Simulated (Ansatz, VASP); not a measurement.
One calculation of Ta2AlN2, two programs

```
Ta Al N
1.0
     3.92835    0.00000    0.00000
    -1.96417    3.40205    0.00000
     0.00000    0.00000    5.84182
Ta Al N
2 1 2
Cartesian
  0.0000 2.2680 2.9209
  1.9642 1.1340 2.9209
  0.0000 0.0000 0.0000
  0.0000 2.2680 0.0000
  1.9642 1.1340 0.0000
```

Alike in both runs: task single point; functional PBE; k mesh 6 × 6 × 4; occupations gaussian, width 0.1 eV; collinear spin.

|  | VASP | Ansatz |
| --- | --- | --- |
| version | VASP 6.6.1 | Ansatz 0.2.0 |
| potentials or method | VASP PAW PBE potentials, release 64 (Ta_pv, Al, N), cutoff 520 eV | scalar-relativistic, plane waves, PAW |
| valence electrons in the cell | 35 | 39 |

Ansatz gave:

| Property | Result |
| --- | --- |
| gap on the k mesh at the Fermi level (eV) | none |
| pressure (GPa) | 9.0 |
| traceless stress, the component that is largest in VASP (GPa) | -40.55 |
| net moment per atom (μB) | 0.00 |

Q: Estimate VASP's values.

A: gap on the k mesh at the Fermi level (eV): none; pressure (GPa): 9.5; traceless stress, the component that is largest in VASP (GPa): -41.03; net moment per atom (μB): 0.00.

A gap of «none» marks a metal or a gap that the smearing closes. With one functional, cell and mesh, what is left measures potentials, basis and numerics. VASP's potentials hold 35 valence electrons a cell and Ansatz's 39, so a difference there can come from the potentials and not from the codes. Ansatz's warnings: seeded moment not kept.

Spin-orbit coupling is off throughout.
